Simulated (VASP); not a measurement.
# SnTe (P6_3mc) in VASP: a series of runs, part 2 of 2

VASP 6.6.1. Earlier steps stand in the parts before.

### 3 Relaxation of cell and atoms, PBE

This run uses another cell than the first one, of 47.18 Å³/atom, 1.139 times its volume.

INCAR

```
SYSTEM = SnTe
PREC = Accurate
ENCUT = 600
EDIFF = 1E-6
ISMEAR = 0
SIGMA = 0.02
LREAL = .FALSE.
LASPH = .TRUE.
NELM = 100
ALGO = Normal
ISIF = 3
LWAVE = .FALSE.
LCHARG = .FALSE.
GGA = PE
IBRION = 2
NSW = 80
EDIFFG = -0.02
```

KPOINTS

```
Automatic mesh
0
G
  5 5 3
  0 0 0
```

POSCAR

```
SnTe
1.0
    5.1100000000      0.0000000000      0.0000000000
   -2.5550000000      4.4253898133      0.0000000000
    0.0000000000      0.0000000000      8.3446300000
Sn Te
2 2
Direct
    0.3333333333      0.6666666667      0.0000000000
    0.6666666667      0.3333333333      0.5000000000
    0.3333333333      0.6666666667      0.3750000000
    0.6666666667      0.3333333333      0.8750000000
```

Potentials or basis: VASP PAW PBE potentials, release 64 (Sn_d, Te).

Run with:

```
cat potpaw_PBE.64/Sn_d/POTCAR potpaw_PBE.64/Te/POTCAR > POTCAR
mpirun -np 1 vasp_std > vasp.out
```

OUTCAR:

```text
SYSTEM = SnTe
   PREC = Accurate
   ENCUT = 600
   EDIFF = 1E-6
   ISMEAR = 0
   LREAL = .FALSE.
   LASPH = .TRUE.
   NELM = 100
   ISIF = 3
   GGA = PE
   IBRION = 2
   NSW = 80
   EDIFFG = -0.02

 ion  position               nearest neighbor table
   1  0.333  0.667  0.000-   4 3.13   4 3.13   4 3.13   3 3.13
   2  0.667  0.333  0.500-   3 3.13   3 3.13   3 3.13   4 3.13
   3  0.333  0.667  0.375-   2 3.13   2 3.13   2 3.13   1 3.13
   4  0.667  0.333  0.875-   1 3.13   1 3.13   1 3.13   2 3.13

  LATTYP: Found a hexagonal cell.
 ALAT       =     5.1100000000
 C/A-ratio  =     1.6330000000

  Lattice vectors:

 A1 = (   5.1100000000,   0.0000000000,   0.0000000000)
 A2 = (  -2.5550000000,   4.4253898133,   0.0000000000)
 A3 = (   0.0000000000,   0.0000000000,   8.3446300000)

Analysis of symmetry for initial positions (statically):
=====================================================================
 Subroutine PRICEL returns:
 Original cell was already a primitive cell.

 Routine SETGRP: Setting up the symmetry group for a
 hexagonal supercell.

[... 158 lines left out ...]

  energy without entropy =      -14.32579180  energy(sigma->0) =      -14.32579180

------------------------ aborting loop because EDIFF is reached ----------------------------------------

  FORCE on cell =-STRESS in cart. coord.  units (eV):
  Direction    XX          YY          ZZ          XY          YZ          ZX
  --------------------------------------------------------------------------------------
  -------------------------------------------------------------------------------------
  Total       -0.2383220     -0.2383220     -1.0471894      0.0000000      0.0000000      0.0000000
  in kB       -2.0234627     -2.0234627     -8.8911168      0.0000000      0.0000000      0.0000000
  external PRESSURE =      -4.3126807 kB  Pullay stress =       0.0000000 kB
[... 95 lines left out ...]
  FREE ENERGIE OF THE ION-ELECTRON SYSTEM (eV)
  ---------------------------------------------------
  free  energy   TOTEN  =       -14.3361810398 eV

  energy  without entropy=      -14.3361810398  energy(sigma->0) =      -14.33618104

[... ionic steps 4 to 26 ...]

--------------------------------------- Ionic step       27  -------------------------------------------

 number of electron      40.0000014 magnetization

------------------------ aborting loop because EDIFF is reached ----------------------------------------
[... 71 lines left out ...]
--------------------------------------- Ionic step       29  -------------------------------------------

 number of electron      40.0000015 magnetization

 Free energy of the ion-electron system (eV)
  ---------------------------------------------------
  ext. energy  EPLUGINS =         0.00000000
  ---------------------------------------------------
  free energy    TOTEN  =       -14.72779111 eV

  energy without entropy =      -14.72779111  energy(sigma->0) =      -14.72779111

 E-fermi :   3.9897     XC(G=0):  -7.9788

 val. band max:        3.8532223106   @ k =   0.4000   0.2000   0.0000
 cond. band min:       4.7740913524   @ k =   0.2000  -0.0000   0.0000
 fundamental gap:      0.9208690418
 Fermi energy:         3.9896713910

 k-point     1 :       0.0000    0.0000    0.0000
  band No.  band energies     occupation
      1     -17.6392      2.00000
      2     -17.6392      2.00000
      3     -17.6388      2.00000
      4     -17.6388      2.00000
      5     -17.6142      2.00000
      6     -17.6107      2.00000
[... 290 lines left out ...]
  FREE ENERGIE OF THE ION-ELECTRON SYSTEM (eV)
  ---------------------------------------------------
  free  energy   TOTEN  =       -14.7277911121 eV

  energy  without entropy=      -14.7277911121  energy(sigma->0) =      -14.72779111

 reached required accuracy - stopping structural energy minimisation
```

Wall time 22 min (1 thread of Intel Xeon Platinum 8488C (Sapphire Rapids), shared host); peak memory 0.39 GiB.

What came out:

```
Free energy                            : -14.7278 eV
Relaxed volume                         : 41.37 Å³/atom
Relaxed cell                           : a = 5.471 Å, b = 5.471 Å, c = 6.383 Å, α = 90.00°, β = 90.00°, γ = 120.00°
Space group after relaxing (to 0.05 Å) : P6_3mc (No. 186)
Energy gained by relaxing              : 100.5 meV/atom
Ionic steps                            : 29
Pressure after relaxing                : 0.0 GPa
Band gap on the k mesh                 : 0.92 eV, indirect (least direct gap 1.35 eV)
```

Forces in eV/Å, atoms in the order of the input:
```
Sn   0.000  0.000 -0.003
Sn   0.000  0.000 -0.003
Te   0.000  0.000  0.003
Te   0.000  0.000  0.003
```

The path:
```
step  energy change (eV)  largest force (eV/Å)  pressure (GPa)  volume (Å³)
   1              0.0000                0.0507           -0.43       188.70
   2             -0.0097                0.0061            0.02       185.25
   3             -0.0104                0.0278            0.17       184.14
   4             -0.0151                0.0778            0.14       184.45
   5             -0.0231                0.2420            0.06       185.29
   6             -0.0265                0.2482            0.01       185.56
   7             -0.0367                0.2689           -0.12       186.34
   8             -0.0559                0.3142           -0.38       187.81
   9             -0.0807                0.4180           -0.87       190.33
  10             -0.0845                0.4190           -0.89       190.27
  11             -0.0954                0.4231           -0.95       190.10
  12             -0.1147                0.4364           -1.07       189.67
  13             -0.1371                0.4799           -1.26       188.55
  14             -0.1748                0.4527           -1.20       186.15
  15             -0.2667                0.3956           -0.88       178.99
  16             -0.2621                0.3105            0.98       164.87
  17             -0.3031                0.3936           -0.30       172.76
  18             -0.3047                0.3731            0.07       169.87
  19             -0.3710                0.1742           -0.06       168.17
  20             -0.3990                0.0274            0.00       165.96
  21             -0.3990                0.0241            0.01       165.88
  22             -0.3993                0.0239            0.01       165.84
  23             -0.4001                0.0229            0.03       165.70
  24             -0.4007                0.0217            0.05       165.42
  25             -0.4009                0.0187            0.04       165.46
  26             -0.4013                0.0125            0.00       165.59
  27             -0.4017                0.0046           -0.08       165.85
  28             -0.4018                0.0030           -0.09       165.91
  29             -0.4020                0.0028           -0.02       165.49
```

Final structure:
```xyz
4
Lattice="5.4714 0.0000 0.0000 -2.7357 4.7383 0.0000 0.0000 0.0000 6.3833" Properties=species:S:1:pos:R:3 pbc="T T T"
Sn    0.0000    3.1589    5.9989
Sn    2.7357    1.5794    2.8073
Te    0.0000    3.1589    2.7781
Te    2.7357    1.5794    5.9697
```

Caveat: spin-orbit coupling is left out, which moves the levels of the heavy elements. A k mesh can miss the band edges.
